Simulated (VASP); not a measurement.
Here is a VASP 6.6.1 calculation.

INCAR

```
SYSTEM = Hf2B2O
PREC = Accurate
ENCUT = 600
EDIFF = 1E-6
ISMEAR = 0
SIGMA = 0.1
LREAL = .False.
LASPH = .True.
NELM = 60
ALGO = Normal
ISIF = 3
LWAVE = .False.
LCHARG = .False.
GGA = PE
IBRION = 2
NSW = 90
EDIFFG = -0.04
```

Contents of KPOINTS:

```
regular mesh
0
Gamma
  4 4 6
  0 0 0
```

File POSCAR:

```
Hf2B2O
1.0
    2.8114407400     -3.5819129600      0.0000000000
    2.8114407400      3.5819129600      0.0000000000
   -1.8259884500      0.0000000000      2.6631383600
Hf B O
2 2 1
Direct
    0.7114458800      0.2885541200      0.5000000000
    0.2928541200      0.7071458800      0.5000000000
    0.7481104400      0.6509273400      0.2862671800
    0.3490726600      0.2518895600      0.7137328200
    0.8985169000      0.1014831000      0.0000000000
```

Potentials or basis: VASP PAW PBE potentials, release 64 (Hf_pv, B, O).

Run with:

```sh
$ cat potpaw_PBE.64/Hf_pv/POTCAR potpaw_PBE.64/B/POTCAR potpaw_PBE.64/O/POTCAR > POTCAR
$ mpirun -np 1 vasp_std > vasp.out
```

Predict the relaxed cell.

a = 4.682 Å, b = 4.682 Å, c = 3.235 Å, α = 110.54°, β = 110.54°, γ = 85.10°.

Estimate the space group after relaxing (to 0.1 Å).

Immm (No. 71).

What does it give for the band gap on the k mesh?

Zero (bands 16 and 17 overlap by 0.74 eV).

What does it give for the relaxed volume?

12.43 Å³/atom.

Stress tensor (GPa, compression positive):
```
-0.24  0.00  0.09
 0.00  0.03  0.00
 0.09  0.00  0.14
```

Caveat: the k points lie up to 0.37 Å⁻¹ apart in the final cell, too coarse for converged energies and pressures of a metal; the volume moved by over 15 % at a fixed basis, so the end points are rough; spin-orbit coupling is left out, which moves the levels of the heavy elements.
